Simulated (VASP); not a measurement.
Input of a VASP 6.6.1 run:

File INCAR:

```
SYSTEM = CrIn2N2
ALGO     = Normal         ! electronic algorithm
EDIFF    = 1E-7           ! SCF threshold, eV
ENCUT    = 520            ! plane-wave cutoff, eV
GGA      = PE             ! functional
ISIF     = 2              ! what is computed and relaxed
ISMEAR   = 0              ! smearing method
ISPIN    = 2              ! spin polarisation
LASPH    = .TRUE.         ! aspherical terms in the spheres
LCHARG   = .TRUE.         ! write CHGCAR
LELF     = .TRUE.         ! ELF
LMAXMIX  = 4              ! l up to which the mixer works
LORBIT   = 11             ! projections on sites
LREAL    = .FALSE.        ! projectors in reciprocal space
LVHAR    = .TRUE.       
LWAVE    = .FALSE.        ! write WAVECAR
MAGMOM   = 3 0 0 0 0      ! initial moments
NBANDS   = 36             ! bands
NELM     = 150            ! most SCF steps
PREC     = Accurate       ! precision mode
SIGMA    = 0.15           ! smearing width, eV
```

File KPOINTS:

```
k-points
0
G
  3 2 3
  0 0 0
```

POSCAR

```
CrIn2N2
1.0
    3.4912512546      0.0000000000      0.0000000000
    0.0000000000      6.8128989696      0.0000000000
    0.0000000000      0.0000000000      3.7898611657
Cr In N
1 2 2
Direct
    0.5000000000      0.5000000000      1.0082165206
    0.0000000000      0.2153228949      0.6101781054
    0.0000000000      0.7846771051      0.6101781054
    0.5000000000      0.7116661837      0.2512079143
    0.5000000000      0.2883338163      0.2512079143
```

Potentials or basis: VASP PAW PBE potentials, release 64 (Cr_pv, In_d, N).

Launch:

```sh
$ cat potpaw_PBE.64/Cr_pv/POTCAR potpaw_PBE.64/In_d/POTCAR potpaw_PBE.64/N/POTCAR > POTCAR
$ mpirun -np 1 vasp_std > vasp.out
```

Estimate the largest force.

0.107 eV/Å.

Predict the site moments.

Cr +1.54; In -0.02; N -0.11 μB.

What does it give for the pressure?

0.2 GPa.

What does it give for the net moment?

1.33 μB per cell.

Stress tensor (GPa, compression positive):
```
0.06 0.00 0.00
0.00 0.41 0.00
0.00 0.00 0.07
```

Caveat: the k points lie up to 0.60 Å⁻¹ apart; a cell with one magnetic atom can't hold antiferromagnetic order, which such compounds often take.
